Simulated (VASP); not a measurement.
A run of VASP 6.6.1 is set up as follows.

INCAR

```
SYSTEM = Rh
ALGO = Normal ; EDIFF = 1E-6
ENCUT = 520 ; GGA = CA
ISIF = 2 ; ISMEAR = 0
LASPH = .True. ; LCHARG = .False.
LREAL = .False. ; LWAVE = .False.
NBANDS = 14 ; NELM = 60
PREC = Accurate ; SIGMA = 0.15
```

The input KPOINTS:

```
k-points
0
Gamma
  22 22 22
  0 0 0
```

POSCAR

```
Rh
1.0
    0.0000000000      1.8064725000      1.8064725000
    1.8064725000      0.0000000000      1.8064725000
    1.8064725000      1.8064725000      0.0000000000
Rh
1
Direct
    0.0000000000      0.0000000000      0.0000000000
```

Potentials or basis: VASP PAW LDA potentials, release 64 (Rh_pv).

Command:

```sh
$ cat potpaw_LDA.64/Rh_pv/POTCAR > POTCAR
$ mpirun -np 1 vasp_std > vasp.out
```

Task: What does it give for the band gap on the k mesh?

Result: Zero (an odd number of electrons rules out a gap without spin polarisation).

Task: Estimate the pressure.

Result: 50.1 GPa.

Caveat: the cell differs from its parent crystal (strain -0.050 along x and y, -0.050 along z); the cell stands under pressure.
